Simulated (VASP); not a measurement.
A run of VASP 6.6.1:

INCAR

```
  PREC = Accurate
  ENCUT = 520
  EDIFF = 1E-6
  ISMEAR = -1
  SIGMA = 0.05
  LREAL = F
  LASPH = T
  NELM = 80
  ALGO = Normal
  ISIF = 2
  LWAVE = F
  LCHARG = T
  GGA = PE
  LELF = T
  LVHAR = T
  NBANDS = 18
```

File KPOINTS:

```
Automatic mesh
0
Gamma
  7 7 4
```

The input POSCAR:

```
Y
1.0
    3.6474000000      0.0000000000      0.0000000000
   -1.8237000000      3.1587410578      0.0000000000
    0.0000000000      0.0000000000      5.7879060000
Y
2
Direct
    0.6666666667      0.3333333333      0.7500000000
    0.3333333333      0.6666666667      0.2500000000
```

Potentials or basis: VASP PAW PBE potentials, release 64 (Y_sv).

Run with:

```bash
$ cat potpaw_PBE.64/Y_sv/POTCAR > POTCAR
$ mpirun -np 1 vasp_std > vasp.out
```

Hardware: 1 thread of Intel(R) Xeon(R) Platinum 8488C (Sapphire Rapids), with other jobs on the host.

How long does it take, and how much memory?

It took 29 s on 1 thread of Intel(R) Xeon(R) Platinum 8488C (Sapphire Rapids), with other jobs on the host, peak memory 0.2 GiB. Counts: scf iterations 14, k points 24.
